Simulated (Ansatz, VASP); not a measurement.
**One calculation of Mg, two programs**

INCAR

```
SYSTEM = Mg
PREC     = Accurate       ! precision mode
ENCUT    = 520            ! plane-wave cutoff, eV
EDIFF    = 1E-7           ! SCF threshold, eV
ISMEAR   = 0              ! smearing method
SIGMA    = 0.15           ! smearing width, eV
LREAL    = .False.        ! projectors in reciprocal space
LASPH    = .True.         ! aspherical terms in the spheres
NELM     = 60             ! most SCF steps
ALGO     = Fast           ! electronic algorithm
ISIF     = 2              ! what is computed and relaxed
LWAVE    = .False.        ! write WAVECAR
LCHARG   = .False.        ! write CHGCAR
GGA      = PE             ! functional
NBANDS   = 9              ! bands
```

File KPOINTS:

```
regular mesh
0
Gamma
  18 18 10
  0 0 0
```

File POSCAR:

```
Mg
1.0
    3.3376423938      0.0000000000      0.0000000000
   -1.6688211969      2.8904831018      0.0000000000
    0.0000000000      0.0000000000      5.6271564000
Mg
2
Direct
    0.3333333333      0.6666666667      0.2500000000
    0.6666666667      0.3333333333      0.7500000000
```

Input for Ansatz:

```yaml
crystal:
  lattice:
    - [3.3376423938, 0.0, 0.0]
    - [-1.6688211969, 2.8904831018, 0.0]
    - [0.0, 0.0, 5.6271564]
  atoms:
    - { symbol: Mg, position: [0.3333333333, 0.6666666667, 0.25] }
    - { symbol: Mg, position: [0.6666666667, 0.3333333333, 0.75] }
basis:
  ecutwfc: 420
kpoints:
  mp_grid: { grid: [18, 18, 10] }
hamiltonian:
  xc: pbe
scf:
  occupations: { method: gaussian, width: 0.15 }
output:
  forces: true
  stress: true
  eigenvalues: true
  write_density: true
  write_potential: true
  elf: true
  volumetric_format: npy
```

Change from the starting cell: strain +0.040 along x and y, +0.080 along z, atoms carried along.

Alike in both runs: task single point; functional PBE; k mesh 18 × 18 × 10; occupations gaussian, width 0.15 eV; no spin polarisation.

|  | VASP | Ansatz |
| --- | --- | --- |
| version | VASP 6.6.1 | Ansatz 0.2.0 |
| potentials or method | VASP PAW PBE potentials, release 64 (Mg), cutoff 520 eV | scalar-relativistic, plane waves, PAW |
| valence electrons in the cell | 4 | 20 |

|  | VASP | Ansatz | Ansatz less VASP |
| --- | --- | --- | --- |
| gap on the k mesh at the Fermi level (eV) | none | none | - |
| pressure (GPa) | -4.3 | -4.2 | +0.10 |
| traceless stress, the component that is largest in VASP (GPa) | -0.56 | -0.57 | -0.005 |

A gap of «none» marks a metal or a gap that the smearing closes. VASP's potentials hold 4 valence electrons a cell and Ansatz's 20, so a difference there can come from the potentials and not from the codes.
